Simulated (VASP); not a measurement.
## AlFe: single point with PBE

The system is AlFe.

```
CELL_PARAMETERS angstrom
2.84551 0.00000 0.00000
0.00000 2.84551 0.00000
0.00000 0.00000 2.84551
ATOMIC_POSITIONS crystal
Al 0.00000 0.00000 0.00000
Fe 0.50000 0.50000 0.50000
```

| Quantity | Value |
| --- | --- |
| Program | VASP 6.6.1 |
| Task | single point |
| Functional | PBE |
| Potentials or basis | VASP PAW PBE potentials, release 64 (Al, Fe) |
| Cutoff | 520 eV |
| k mesh | 14 × 14 × 14 |
| Occupations | fermi-dirac, width 0.08 eV |
| Spin | collinear spin, ferromagnetic start |
| Starting moments | [0.0, 3.0] μB |

| Property | Result |
| --- | --- |
| Pressure | 5.8 GPa |
| Net moment | 0.66 μB per cell |
| Site moments | Al -0.02; Fe +0.69 μB |
| Valence electrons inside the program's atomic spheres | Al 0.85; Fe 7.48 |

Levels at points of the mesh, in eV from the Fermi level:
Spin up:
```
           k point  band 2  band 3  band 4  band 5  band 6  band 7  band 8  band 9  band 10  band 11
(0.00, 0.00, 0.00)   -2.60   -2.60   -0.35   -0.35   -0.35    6.54    6.54    6.54     9.48     9.48
(0.50, 0.00, 0.00)   -6.15   -1.94   -1.34   -1.34   -0.23    0.98    8.78   11.25    11.25    12.31
(0.50, 0.50, 0.00)   -2.61   -2.15   -2.15   -1.11   -1.11    0.51    3.39    4.27    13.20    16.38
(0.50, 0.50, 0.50)   -3.72   -3.72    0.55    0.55    3.00    3.00    3.00    4.57     6.13     6.13
```
Spin down:
| k point | band 1 | band 2 | band 3 | band 4 | band 5 | band 6 | band 7 | band 8 | band 9 | band 10 |
| --- | --- | --- | --- | --- | --- | --- | --- | --- | --- | --- |
| (0.00, 0.00, 0.00) | -10.58 | -2.26 | -2.26 | 0.43 | 0.43 | 0.43 | 6.57 | 6.57 | 6.57 | 9.54 |
| (0.50, 0.00, 0.00) | -6.32 | -6.07 | -1.54 | -0.66 | -0.66 | 0.57 | 1.44 | 8.67 | 11.34 | 11.34 |
| (0.50, 0.50, 0.00) | -4.80 | -2.32 | -2.15 | -2.15 | -0.39 | -0.39 | 1.01 | 3.71 | 4.77 | 13.15 |
| (0.50, 0.50, 0.50) | -3.34 | -3.34 | -3.34 | 1.05 | 1.05 | 3.07 | 3.07 | 3.07 | 4.50 | 6.51 |

It took 48 s on 1 thread of Intel(R) Xeon(R) Platinum 8259CL CPU @ 2.50GHz (Skylake/Cascade Lake) (shared host), peak memory 0.2 GiB.

Caveat: the cell stands under pressure.
